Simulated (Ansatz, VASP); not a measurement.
BAs: VASP beside Ansatz

The input INCAR:

```
SYSTEM = BAs
PREC     = Accurate       ! precision mode
ENCUT    = 520            ! plane-wave cutoff, eV
EDIFF    = 1E-7           ! SCF threshold, eV
ISMEAR   = -1             ! smearing method
SIGMA    = 0.02           ! smearing width, eV
LREAL    = .FALSE.        ! projectors in reciprocal space
LASPH    = .TRUE.         ! aspherical terms in the spheres
NELM     = 60             ! most SCF steps
ALGO     = Normal         ! electronic algorithm
ISIF     = 2              ! what is computed and relaxed
LWAVE    = .FALSE.        ! write WAVECAR
LCHARG   = .FALSE.        ! write CHGCAR
GGA      = PE             ! functional
NBANDS   = 11             ! bands
```

File KPOINTS:

```
regular mesh
0
G
  10 10 10
  0 0 0
```

Contents of POSCAR:

```
BAs
1.0
    0.0000000000      2.3918676041      2.4636236322
    2.3918676041      0.0000000000      2.4636236322
    2.3918676041      2.3918676041      0.0000000000
B As
1 1
Direct
    0.0000000000      0.0000000000      0.0000000000
    0.2500000000      0.2500000000      0.2500000000
```

Input for Ansatz:

```yaml
crystal:
  lattice:
    - [0.0, 2.3918676041, 2.4636236322]
    - [2.3918676041, 0.0, 2.4636236322]
    - [2.3918676041, 2.3918676041, 0.0]
  atoms:
    - { symbol: B, position: [0.0, 0.0, 0.0] }
    - { symbol: As, position: [0.25, 0.25, 0.25] }
kpoints:
  mp_grid: { grid: [10, 10, 10] }
  band_path:
    path:
      - [0.0, 0.0, 0.0]
      - [-0.5, -0.5, 0.0]
      - [-0.375, -0.375, 0.25]
      - [-0.375, 0.0, 0.375]
      - [0.0, 0.0, 0.5]
      - [-0.5, -0.25, 0.25]
      - [0.0, 0.398438, 0.398438]
    npoints: 1
hamiltonian:
  xc: pbe
scf:
  occupations: { method: fermi_dirac, width: 0.02 }
  n_extra_bands: 4
output:
  forces: true
  stress: true
  eigenvalues: true
```

Change from the starting cell: uniaxial_z strain +3.0%.

Alike in both runs: task single point; functional PBE; k mesh 10 × 10 × 10; occupations fermi-dirac, width 0.02 eV; no spin polarisation.

```csv
,VASP,Ansatz
version,VASP 6.6.1,Ansatz 0.2.0
potentials or method,"VASP PAW PBE potentials, release 64 (B, As)","plane waves, PAW"
plane-wave cutoff (eV),520,420
valence electrons in the cell,8,18
```

```tsv
	VASP	Ansatz	Ansatz less VASP
gap on the k mesh at the Fermi level (eV)	0.99	1.00	+0.008
pressure (GPa)	-1.2	-1.7	-0.56
traceless stress, the component that is largest in VASP (GPa)	-4.11	-4.13	-0.016
```

The functional is the same, so the differences come from potentials, cutoffs and numerics. VASP's potentials hold 8 valence electrons a cell and Ansatz's 18, so a difference there can come from the potentials and not from the codes.
